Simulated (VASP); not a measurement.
Here is a VASP 6.6.1 calculation.

Contents of INCAR:

```
SYSTEM = Al
  PREC = Accurate
  ENCUT = 520
  EDIFF = 1E-6
  ISMEAR = -1
  SIGMA = 0.05
  LREAL = .FALSE.
  LASPH = .TRUE.
  NELM = 60
  ALGO = Normal
  ISIF = 2
  LWAVE = .FALSE.
  LCHARG = .FALSE.
  NBANDS = 10
```

The input KPOINTS:

```
regular mesh
0
G
  11 11 6
  0 0 0
```

The input POSCAR:

```
Al
1.0
    2.7550421937      0.0000000000      0.0000000000
   -1.3775210968      2.3859365282      0.0000000000
    0.0000000000      0.0000000000      4.7674986532
Al
2
Direct
    0.3333333333      0.6666666667      0.2500000000
    0.6666666667      0.3333333333      0.7500000000
```

Potentials or basis: VASP PAW LDA potentials, release 64 (Al).

The run is started by

```sh
$ cat potpaw_LDA.64/Al/POTCAR > POTCAR
$ mpirun -np 1 vasp_std > vasp.out
```

**Question.** Estimate the band gap on the k mesh.

**Answer.** Zero (band 3 reaches 11.89 eV, above the bottom of band 4 at 5.34 eV).

**Question.** Estimate the pressure.

**Answer.** 1.9 GPa.

Stress tensor (GPa, compression positive):
```
 3.83  0.00  0.00
 0.00  3.83  0.00
 0.00  0.00 -1.90
```
